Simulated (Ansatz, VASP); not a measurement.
AlN in VASP and in Ansatz

The input POSCAR:

```
AlN
1.0
    0.0000000000      2.1848764128      2.2176495589
    2.1848764128      0.0000000000      2.2176495589
    2.1848764128      2.1848764128      0.0000000000
Al N
1 1
Direct
    0.0000000000      0.0000000000      0.0000000000
    0.2500000000      0.2500000000      0.2500000000
```

INCAR.step1

```
ALGO = Normal
EDIFF = 1E-5
ENCUT = 520
GGA = PE
ISIF = 2
ISMEAR = 0
LASPH = True
LCHARG = False
LREAL = False
LWAVE = True
NBANDS = 11
NELM = 80
PREC = Accurate
SIGMA = 0.01
```

Contents of INCAR.step2:

```
ALGO = Normal
EDIFF = 1E-6
ENCUT = 520
GGA = PE
HFSCREEN = 0.2079
ISIF = 2
ISMEAR = 0
ISTART = 1
LASPH = True
LCHARG = False
LHFCALC = True
LREAL = False
LWAVE = False
NBANDS = 11
NELM = 80
PREC = Accurate
PRECFOCK = Normal
SIGMA = 0.01
```

The input KPOINTS:

```
k-points
0
Gamma
  8 8 8
```

Input for Ansatz:

```yaml
crystal:
  lattice:
    - [0.0, 2.1848764128, 2.2176495589]
    - [2.1848764128, 0.0, 2.2176495589]
    - [2.1848764128, 2.1848764128, 0.0]
  atoms:
    - { symbol: Al, position: [0.0, 0.0, 0.0] }
    - { symbol: "N", position: [0.25, 0.25, 0.25] }
kpoints:
  mp_grid: { grid: [8, 8, 8] }
  band_path:
    path:
      - [0.0, 0.0, 0.0]
      - [-0.5, -0.5, 0.0]
      - [-0.375, -0.375, 0.25]
      - [-0.375, 0.0, 0.375]
      - [0.0, 0.0, 0.5]
      - [-0.5, -0.25, 0.25]
    npoints: 1
hamiltonian:
  xc: hse06
scf:
  occupations: { method: fixed }
  n_extra_bands: 4
output:
  forces: true
  stress: true
  eigenvalues: true
```

Change from the starting cell: uniaxial_z strain +1.5%.

Alike in both runs: task single point; functional HSE06; k mesh 8 × 8 × 8; no spin polarisation.

|  | VASP | Ansatz |
| --- | --- | --- |
| version | VASP 6.6.1 | Ansatz 0.2.0 |
| potentials or method | VASP PAW PBE potentials, release 64 (Al, N) | plane waves, PAW |
| plane-wave cutoff (eV) | 520 | 420 |
| occupations | gaussian, width 0.01 eV | fixed |
| valence electrons in the cell | 8 | 8 |

Ansatz gave:

- gap on the k mesh at the Fermi level (eV): 4.49
- pressure (GPa): -3.7
- traceless stress, the component that is largest in VASP (GPa): -1.50

Question: What did VASP give for the same quantities?

Answer: gap on the k mesh at the Fermi level (eV): 4.49; pressure (GPa): -3.9; traceless stress, the component that is largest in VASP (GPa): -1.51.

Ansatz's warnings: stress exchange threshold loose, stress scf threshold loose.
